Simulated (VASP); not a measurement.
# SrTiO3 (Pm-3m) in VASP: notebook

The runs below take SrTiO3 through single point, with PBE, r2SCAN.

Program: VASP 6.6.1. These are calculated values, not measurements. Logs are shortened: lines on timing, memory, paths and dates and some standing lists are left out, and cuts for length are marked.

## (1) The cell of the first run

Symmetry: Pm-3m, No. 221, cubic system. Conventional cell: a = 3.931 Å, b = 3.931 Å, c = 3.931 Å, α = 90.00°, β = 90.00°, γ = 90.00°. Within 3.7 Å of Sr (site symmetry m-3m) lie 12 O at 2.78 Å and 8 Ti at 3.40 Å. Within 2.6 Å of Ti (site symmetry m-3m) lie 6 O at 1.97 Å. O (site symmetry 4/mmm) has 2 Ti at 1.97 Å within 2.6 Å.

## (2) Single point, PBE

INCAR reads:

```
SYSTEM = SrTiO3
PREC = Accurate ; ENCUT = 520
EDIFF = 1E-6 ; ISMEAR = 0
SIGMA = 0.1 ; LREAL = .False.
LASPH = .True. ; NELM = 100
ALGO = Normal ; ISIF = 2
LWAVE = .False. ; LCHARG = .True.
GGA = PE ; LELF = .True.
LVHAR = .True. ; NBANDS = 28
```

KPOINTS reads:

```
regular mesh
0
Gamma
  6 6 6
  0 0 0
```

POSCAR reads:

```
SrTiO3
1.0
    3.9308045286      0.0000000000      0.0000000000
    0.0000000000      3.9308045286      0.0000000000
    0.0000000000      0.0000000000      3.9308045286
Sr Ti O
1 1 3
Direct
    0.5000000000      0.5000000000      0.5000000000
    0.0000000000      0.0000000000      0.0000000000
    0.5000000000      0.0000000000      0.0000000000
    0.0000000000      0.5000000000      0.0000000000
    0.0000000000      0.0000000000      0.5000000000
```

Potentials or basis: VASP PAW PBE potentials, release 64 (Sr_sv, Ti_sv, O).

Command:

```bash
$ cat potpaw_PBE.64/Sr_sv/POTCAR potpaw_PBE.64/Ti_sv/POTCAR potpaw_PBE.64/O/POTCAR > POTCAR
$ mpirun -np 1 vasp_std > vasp.out
```

OUTCAR:

```text
SYSTEM = SrTiO3
   PREC = Accurate
   ENCUT = 520
   EDIFF = 1E-6
   ISMEAR = 0
   LREAL = .False.
   LASPH = .True.
   NELM = 100
   ISIF = 2
   GGA = PE

 ion  position               nearest neighbor table
   1  0.500  0.500  0.500-   3 2.78   4 2.78   5 2.78   3 2.78   4 2.78   3 2.78   5 2.78   3 2.78
                             4 2.78   5 2.78   4 2.78   5 2.78   2 3.40   2 3.40   2 3.40   2 3.40
   2  0.000  0.000  0.000-   3 1.97   4 1.97   5 1.97   5 1.97   4 1.97   3 1.97   1 3.40   1 3.40
                             1 3.40   1 3.40   1 3.40   1 3.40   1 3.40   1 3.40
   3  0.500  0.000  0.000-   2 1.97   2 1.97   1 2.78   1 2.78   1 2.78   1 2.78
   4  0.000  0.500  0.000-   2 1.97   2 1.97   1 2.78   1 2.78   1 2.78   1 2.78
   5  0.000  0.000  0.500-   2 1.97   2 1.97   1 2.78   1 2.78   1 2.78   1 2.78

  LATTYP: Found a simple cubic cell.
 ALAT       =     3.9308045286

  Lattice vectors:

 A1 = (   3.9308045286,   0.0000000000,   0.0000000000)
 A2 = (   0.0000000000,   3.9308045286,   0.0000000000)
 A3 = (   0.0000000000,   0.0000000000,   3.9308045286)

Analysis of symmetry for initial positions (statically):
=====================================================================
 Subroutine PRICEL returns:
 Original cell was already a primitive cell.

 Routine SETGRP: Setting up the symmetry group for a
 simple cubic supercell.

 Subroutine GETGRP returns: Found 48 space group operations
 (whereof 48 operations were pure point group operations)
 out of a pool of 48 trial point group operations.

The static configuration has the point symmetry O_h .

Analysis of symmetry for dynamics (positions and initial velocities):
=====================================================================
 Subroutine PRICEL returns:
 Original cell was already a primitive cell.

 Routine SETGRP: Setting up the symmetry group for a
 simple cubic supercell.

 Subroutine GETGRP returns: Found 48 space group operations
 (whereof 48 operations were pure point group operations)
 out of a pool of 48 trial point group operations.

The dynamic configuration has the point symmetry O_h .

 Subroutine INISYM returns: Found 48 space group operations
 (whereof 48 operations are pure point group operations),
 and found     1 'primitive' translations

----------------------------------------------------------------------------------------

                                     Primitive cell

  volume of cell :      60.7357
[... 91 lines left out ...]
   LREAL  =      F    real-space projection
   EDIFFG = 0.1E-04   stopping-criterion for IOM
   NSW    =      0    number of steps for IOM
   IBRION =     -1    ionic relax: 0-MD 1-quasi-New 2-CG
   NFREE  =      0    steps in history (QN), initial steepest desc. (CG)
   ISIF   =      2    stress and relaxation
   ISYM   =      2    0-nonsym 1-usesym 2-fastsym
   POTIM  = 0.5000    time-step for ionic-motion
   TEBEG  =    0.0;   TEEND  =   0.0 temperature during run
   PSTRESS=    0.0 pullay stress
   NELECT =      40.0000    total number of electrons
   NUPDOWN=      -1.0000    fix difference up-down
   EMIN   =  10.00;   EMAX   =-10.00  energy-range for DOS
   EFERMI =   0.00;   METHOD = LEGACY
   ISMEAR =     0;   SIGMA  =   0.10  broadening in eV -4-tet -1-fermi 0-gaus
   EFERMI_NEDOS =   21; number of points for ismear=-14 and -15
   IALGO  =     38    algorithm
   IMIX   =      4    mixing-type and parameters
     AMIX     =   0.40;   BMIX     =  1.00
     AMIX_MAG =   1.60;   BMIX_MAG =  1.00
  volume/ion in A,a.u.               =      12.15        81.97
  Fermi-wavevector in a.u.,A,eV,Ry     =   1.424339  2.691611 27.602707  2.028742
  Thomas-Fermi vector in A             =   2.544841
   LORBIT       =      0    0 simple, 1 ext, 2 COOP (PROOUT), +10 PAW based schemes
   GGA     = PE    functional components
   LHFCALC =     F    Hartree Fock is set to
   AEXX    =    0.0000 exact exchange contribution
   IVDW    =     0    specifies the selected vdW correction
   LEPSILON=     F    determine dielectric tensor
   LRPA    =     F    only Hartree local field effects (RPA)
 non-spin polarized calculation
 Gauss-broadening in eV      SIGMA  =   0.10
  energy-cutoff  :      520.00
  volume of cell :       60.74
 maximum number of plane-waves:      1659
 NGX is ok and might be reduce to    30
   NGX = 15   NGY = 15   NGZ = 15

 number of electron      39.9999992 magnetization

 Free energy of the ion-electron system (eV)
  ---------------------------------------------------
  ext. energy  EPLUGINS =         0.00000000
  ---------------------------------------------------
  free energy    TOTEN  =       -40.10064339 eV

  energy without entropy =      -40.10064339  energy(sigma->0) =      -40.10064339

 E-fermi :   4.4223     XC(G=0): -11.1669

 val. band max:        4.0046584454   @ k =   0.5000   0.5000   0.5000
 cond. band min:       5.8220504527   @ k =   0.0000   0.0000   0.0000
 fundamental gap:      1.8173920073
 Fermi energy:         4.4223402809

 k-point     1 :       0.0000    0.0000    0.0000
  band No.  band energies     occupation
      1     -52.5436      2.00000
      2     -28.8464      2.00000
      3     -28.7771      2.00000
      4     -28.7771      2.00000
      5     -28.7771      2.00000
      6     -13.3519      2.00000
[... 609 lines left out ...]
     27      12.1548      0.00000
     28      12.1548      0.00000

------------------------ aborting loop because EDIFF is reached ----------------------------------------

  FORCE on cell =-STRESS in cart. coord.  units (eV):
  Direction    XX          YY          ZZ          XY          YZ          ZX
  --------------------------------------------------------------------------------------
  -------------------------------------------------------------------------------------
  Total        0.5335745      0.5335745      0.5335745      0.0000000      0.0000000     -0.0000000
  in kB       14.0754182     14.0754182     14.0754182      0.0000000      0.0000000     -0.0000000
  external PRESSURE =      14.0754182 kB  Pullay stress =       0.0000000 kB

 VOLUME and BASIS-vectors are now :
 -----------------------------------------------------------------------------
  energy-cutoff  :      520.00
  volume of cell :       60.74
      direct lattice vectors                 reciprocal lattice vectors
     3.930804529  0.000000000  0.000000000     0.254400847  0.000000000  0.000000000
     0.000000000  3.930804529  0.000000000     0.000000000  0.254400847  0.000000000
     0.000000000  0.000000000  3.930804529     0.000000000  0.000000000  0.254400847

 POSITION                                       TOTAL-FORCE (eV/Angst)
 -----------------------------------------------------------------------------------
      1.96540      1.96540      1.96540         0.000000      0.000000      0.000000
      0.00000      0.00000      0.00000         0.000000      0.000000      0.000000
      1.96540      0.00000      0.00000         0.000000      0.000000      0.000000
      0.00000      1.96540      0.00000         0.000000      0.000000      0.000000
      0.00000      0.00000      1.96540         0.000000      0.000000      0.000000
 -----------------------------------------------------------------------------------
    total drift:                                0.000000     -0.000000      0.000000

  FREE ENERGIE OF THE ION-ELECTRON SYSTEM (eV)
  ---------------------------------------------------
  free  energy   TOTEN  =       -40.1006433909 eV

  energy  without entropy=      -40.1006433909  energy(sigma->0) =      -40.10064339
```

Run time: 25 s. Hardware: 1 thread of AMD EPYC 9R45 (Zen 5), shared host; peak memory 0.16 GiB.

Results:

```
Free energy            : -40.1006 eV
Pressure               : 1.4 GPa
Band gap on the k mesh : 1.82 eV (least direct gap 2.18 eV)
```

A k mesh can miss the band edges.

## (3) Single point, PBE

This run uses another cell than the first one, of 12.20 Å³/atom.

INCAR reads:

```
SYSTEM = SrTiO3
PREC = Accurate
ENCUT = 520
EDIFF = 1E-6
ISMEAR = 0
SIGMA = 0.02
LREAL = .False.
LASPH = .True.
NELM = 80
ALGO = Normal
ISIF = 2
LWAVE = .False.
LCHARG = .True.
GGA = PE
LELF = .True.
LVHAR = .True.
NBANDS = 28
```

KPOINTS reads:

```
regular mesh
0
Gamma
  8 8 8
  0 0 0
```

Edit POSCAR of step 2 so:

```diff
@@ -2,5 +2,5 @@
 1.0
-    3.9308045286      0.0000000000      0.0000000000
-    0.0000000000      3.9308045286      0.0000000000
-    0.0000000000      0.0000000000      3.9308045286
+    3.9364041143      0.0000000000      0.0000000000
+    0.0000000000      3.9364041143      0.0000000000
+    0.0000000000      0.0000000000      3.9364041143
 Sr Ti O
```

Potentials or basis: VASP PAW PBE potentials, release 64 (Sr_sv, Ti_sv, O).

Command:

```bash
$ cat potpaw_PBE.64/Sr_sv/POTCAR potpaw_PBE.64/Ti_sv/POTCAR potpaw_PBE.64/O/POTCAR > POTCAR
$ mpirun -np 1 vasp_std > vasp.out
```

OUTCAR:

```text
SYSTEM = SrTiO3
   PREC = Accurate
   ENCUT = 520
   EDIFF = 1E-6
   ISMEAR = 0
   LREAL = .False.
   LASPH = .True.
   NELM = 80
   ISIF = 2
   GGA = PE

 ion  position               nearest neighbor table
   1  0.500  0.500  0.500-   3 2.78   4 2.78   5 2.78   3 2.78   4 2.78   3 2.78   5 2.78   3 2.78
                             4 2.78   5 2.78   4 2.78   5 2.78   2 3.41   2 3.41   2 3.41   2 3.41
   2  0.000  0.000  0.000-   3 1.97   4 1.97   5 1.97   5 1.97   4 1.97   3 1.97   1 3.41   1 3.41
                             1 3.41   1 3.41   1 3.41   1 3.41   1 3.41   1 3.41
   3  0.500  0.000  0.000-   2 1.97   2 1.97   1 2.78   1 2.78   1 2.78   1 2.78
   4  0.000  0.500  0.000-   2 1.97   2 1.97   1 2.78   1 2.78   1 2.78   1 2.78
   5  0.000  0.000  0.500-   2 1.97   2 1.97   1 2.78   1 2.78   1 2.78   1 2.78

  LATTYP: Found a simple cubic cell.
 ALAT       =     3.9364041143

  Lattice vectors:

 A1 = (   3.9364041143,   0.0000000000,   0.0000000000)
 A2 = (   0.0000000000,   3.9364041143,   0.0000000000)
 A3 = (   0.0000000000,   0.0000000000,   3.9364041143)

Analysis of symmetry for initial positions (statically):
=====================================================================
 Subroutine PRICEL returns:
 Original cell was already a primitive cell.
[... 182 lines left out ...]
 Fermi energy:         4.1505894135

 k-point     1 :       0.0000    0.0000    0.0000
  band No.  band energies     occupation
      1     -52.5941      2.00000
      2     -28.8946      2.00000
      3     -28.8250      2.00000
      4     -28.8250      2.00000
      5     -28.8250      2.00000
      6     -13.3704      2.00000
[... 733 lines left out ...]
     27      12.0929      0.00000
     28      12.5841      0.00000

 [... further k-points ...]

------------------------ aborting loop because EDIFF is reached ----------------------------------------

  FORCE on cell =-STRESS in cart. coord.  units (eV):
  Direction    XX          YY          ZZ          XY          YZ          ZX
  --------------------------------------------------------------------------------------
  -------------------------------------------------------------------------------------
  Total        0.2444682      0.2444682      0.2444682     -0.0000000     -0.0000000     -0.0000000
  in kB        6.4214634      6.4214634      6.4214634     -0.0000000     -0.0000000     -0.0000000
  external PRESSURE =       6.4214634 kB  Pullay stress =       0.0000000 kB

 VOLUME and BASIS-vectors are now :
 -----------------------------------------------------------------------------
  energy-cutoff  :      520.00
  volume of cell :       61.00
      direct lattice vectors                 reciprocal lattice vectors
     3.936404114  0.000000000  0.000000000     0.254038958  0.000000000  0.000000000
     0.000000000  3.936404114  0.000000000     0.000000000  0.254038958  0.000000000
     0.000000000  0.000000000  3.936404114     0.000000000  0.000000000  0.254038958

 POSITION                                       TOTAL-FORCE (eV/Angst)
 -----------------------------------------------------------------------------------
      1.96820      1.96820      1.96820         0.000000      0.000000      0.000000
      0.00000      0.00000      0.00000         0.000000      0.000000      0.000000
      1.96820      0.00000      0.00000         0.000000      0.000000      0.000000
      0.00000      1.96820      0.00000         0.000000      0.000000      0.000000
      0.00000      0.00000      1.96820         0.000000      0.000000      0.000000
 -----------------------------------------------------------------------------------
    total drift:                                0.000000     -0.000000      0.000000

  FREE ENERGIE OF THE ION-ELECTRON SYSTEM (eV)
  ---------------------------------------------------
  free  energy   TOTEN  =       -40.1032645619 eV

  energy  without entropy=      -40.1032645619  energy(sigma->0) =      -40.10326456
```

stdout:

```text
POSCAR found type information on POSCAR SrTiO
 POSCAR found :  3 types and       5 ions
 scaLAPACK will be used
 LDA part: xc-table for (Slater+PW92), standard interpolation
 POSCAR, INCAR and KPOINTS ok, starting setup
 FFT: planning ... GRIDC
 FFT: planning ... GRID_SOFT
 FFT: planning ... GRID
 WAVECAR not read
 entering main loop
```

Wall time 40 s (1 thread of AMD EPYC 9R45 (Zen 5), shared host); peak memory 0.18 GiB.

What came out:

```
Free energy            : -40.1033 eV
Pressure               : 0.6 GPa
Band gap on the k mesh : 1.81 eV (least direct gap 2.18 eV)
```

A k mesh can miss the band edges. As with any semilocal functional, this PBE gap is likely too small.

## (4) Single point, PBE

INCAR reads:

```
PREC = Accurate
ENCUT = 520
EDIFF = 1E-7
ISMEAR = 0
SIGMA = 0.01
LREAL = False
LASPH = True
NELM = 80
ALGO = Normal
ISIF = 2
LWAVE = False
LCHARG = False
GGA = PE
NBANDS = 28
```

KPOINTS reads:

```
regular mesh
0
Gamma
  8 8 8
```

Edit POSCAR of step 3 so:

```diff
@@ -2,5 +2,5 @@
 1.0
-    3.9364041143      0.0000000000      0.0000000000
-    0.0000000000      3.9364041143      0.0000000000
-    0.0000000000      0.0000000000      3.9364041143
+    3.9309604539      0.0000000000      0.0000000000
+    0.0000000000      3.9309604539      0.0000000000
+    0.0000000000      0.0000000000      3.9309604539
 Sr Ti O
```

Command:

```bash
$ cat potpaw_PBE.64/Sr_sv/POTCAR potpaw_PBE.64/Ti_sv/POTCAR potpaw_PBE.64/O/POTCAR > POTCAR
$ mpirun -np 1 vasp_std > vasp.out
```

Wall time 41 s (1 thread of AMD EPYC 9R45 (Zen 5), shared host); peak memory 0.18 GiB.

The run converged. Its results:

- Free energy: -40.1014 eV
- Pressure: 1.3 GPa
- Band gap on the k mesh: 1.82 eV (least direct gap 2.19 eV)

Levels at points of the mesh, in eV from the valence-band top:
```csv
k point,band 16,band 17,band 18,band 19,band 20,band 21,band 22,band 23,band 24,band 25
"(0.00, 0.00, 0.00)",-1.14,-1.14,-0.37,-0.37,-0.37,1.82,1.82,1.82,4.17,4.17
"(0.50, 0.00, 0.00)",-2.30,-2.30,-1.93,-0.73,-0.73,1.98,3.68,3.68,4.18,6.32
"(0.50, 0.50, 0.00)",-2.78,-1.74,-1.55,-1.55,-0.09,3.68,3.68,4.13,5.12,7.79
"(0.50, 0.50, 0.50)",-3.68,-3.68,0.00,0.00,0.00,4.34,4.34,4.34,6.87,6.87
```

A k mesh can miss the band edges.

## (5) Single point, PBE

INCAR reads:

```
SYSTEM = SrTiO3
  ALGO = Normal
  EDIFF = 1E-6
  ENCUT = 520
  GGA = PE
  ISIF = 2
  ISMEAR = 0
  LASPH = .True.
  LCHARG = .True.
  LELF = .True.
  LREAL = .False.
  LVHAR = .True.
  LWAVE = .False.
  NBANDS = 28
  NELM = 100
  PREC = Accurate
  SIGMA = 0.02
```

KPOINTS reads:

```
k-points
0
Gamma
  8 8 8
  0 0 0
```

POSCAR is that of step 4.

Command:

```bash
$ cat potpaw_PBE.64/Sr_sv/POTCAR potpaw_PBE.64/Ti_sv/POTCAR potpaw_PBE.64/O/POTCAR > POTCAR
$ mpirun -np 1 vasp_std > vasp.out
```

Wall time 42 s (1 thread of AMD EPYC 9R45 (Zen 5), shared host); peak memory 0.18 GiB.

Results (log left out):

```
Free energy            : -40.1014 eV
Pressure               : 1.3 GPa
Band gap on the k mesh : 1.82 eV (least direct gap 2.19 eV)
```

Levels at points of the mesh, in eV from the valence-band top:
| k point | band 17 | band 18 | band 19 | band 20 | band 21 | band 22 | band 23 | band 24 |
| --- | --- | --- | --- | --- | --- | --- | --- | --- |
| (0.00, 0.00, 0.00) | -1.14 | -0.37 | -0.37 | -0.37 | 1.82 | 1.82 | 1.82 | 4.17 |
| (0.50, 0.00, 0.00) | -2.30 | -1.93 | -0.73 | -0.73 | 1.98 | 3.68 | 3.68 | 4.18 |
| (0.50, 0.50, 0.00) | -1.74 | -1.55 | -1.55 | -0.09 | 3.68 | 3.68 | 4.13 | 5.12 |
| (0.50, 0.50, 0.50) | -3.68 | 0.00 | 0.00 | 0.00 | 4.34 | 4.34 | 4.34 | 6.87 |

A k mesh can miss the band edges.

## (6) Single point, r2SCAN

This run uses another cell than the first one, of 12.20 Å³/atom.

Edit POSCAR of step 5 so:

```diff
@@ -2,5 +2,5 @@
 1.0
-    3.9309604539      0.0000000000      0.0000000000
-    0.0000000000      3.9309604539      0.0000000000
-    0.0000000000      0.0000000000      3.9309604539
+    3.9364041143      0.0000000000      0.0000000000
+    0.0000000000      3.9364041143      0.0000000000
+    0.0000000000      0.0000000000      3.9364041143
 Sr Ti O
```

INCAR.step1 reads:

```
SYSTEM = SrTiO3
  PREC = Accurate
  ENCUT = 520
  ISMEAR = 0
  SIGMA = 0.02
  LREAL = .FALSE.
  LASPH = .TRUE.
  NELM = 60
  NBANDS = 28
  GGA = PE
  ALGO = Normal
  EDIFF = 1E-4
  LWAVE = .TRUE.
  LCHARG = .FALSE.
```

INCAR.step2 reads:

```
SYSTEM = SrTiO3
  PREC = Accurate
  ENCUT = 520
  EDIFF = 1E-6
  ISMEAR = 0
  SIGMA = 0.02
  LREAL = .FALSE.
  LASPH = .TRUE.
  NELM = 60
  ALGO = Normal
  ISIF = 2
  LWAVE = .FALSE.
  LCHARG = .FALSE.
  METAGGA = R2SCAN
  LMIXTAU = .TRUE.
  NBANDS = 28
  ISTART = 1
```

KPOINTS reads:

```
Automatic mesh
0
G
  8 8 8
  0 0 0
```

Potentials or basis: VASP PAW PBE potentials, release 64 (Sr_sv, Ti_sv, O).

Command:

```bash
$ cat potpaw_PBE.64/Sr_sv/POTCAR potpaw_PBE.64/Ti_sv/POTCAR potpaw_PBE.64/O/POTCAR > POTCAR
$ cp INCAR.step1 INCAR
$ mpirun -np 1 vasp_std > vasp.out
$ cp INCAR.step2 INCAR
$ mpirun -np 1 vasp_std > vasp.out
```

It took 2.9 min on 1 thread of AMD EPYC 9R45 (Zen 5), shared host; peak memory 0.18 GiB.

The run converged. Its results:

- Free energy: -63.3214 eV
- Pressure: -3.2 GPa
- Band gap on the k mesh: 2.22 eV (least direct gap 2.62 eV)

Levels at points of the mesh, in eV from the valence-band top:
```tsv
k point	band 18	band 19	band 20	band 21	band 22	band 23
(0.00, 0.00, 0.00)	-0.40	-0.40	-0.40	2.22	2.22	2.22
(0.50, 0.00, 0.00)	-1.93	-0.77	-0.77	2.37	4.05	4.05
(0.50, 0.50, 0.00)	-1.58	-1.58	-0.09	4.05	4.05	4.53
(0.50, 0.50, 0.50)	0.00	0.00	0.00	4.72	4.72	4.72
```

Caveat: the cell stands under tension; the PAW data sets were made with another functional, which shifts forces and pressure a little.

## (7) Summary

| level | cell | k mesh | smearing | gap on the mesh (eV) | pressure (GPa) |
| --- | --- | --- | --- | --- | --- |
| PBE | a = 3.931 Å, 5 atoms | 6 × 6 × 6 | gaussian 0.1 eV | 1.82 | 1.4 |
| PBE | a = 3.936 Å, 5 atoms | 8 × 8 × 8 | gaussian 0.02 eV | 1.81 | 0.6 |
| PBE | a = 3.931 Å, 5 atoms | 8 × 8 × 8 | gaussian 0.01 eV | 1.82 | 1.3 |
| PBE | a = 3.931 Å, 5 atoms | 8 × 8 × 8 | gaussian 0.02 eV | 1.82 | 1.3 |
| r2SCAN | a = 3.936 Å, 5 atoms | 8 × 8 × 8 | gaussian 0.02 eV | 2.22 | -3.2 |

Alike in all rows: task single point; potentials or basis VASP PAW PBE potentials, release 64 (Sr_sv, Ti_sv, O); no spin polarisation; cutoff (eV) 520.

Caveats: the cell stands under tension (at least some runs); the PAW data sets were made with another functional, which shifts forces and pressure a little (at least some runs).

Total energies depend on the potentials used, so only differences within one code and one set of settings carry meaning.
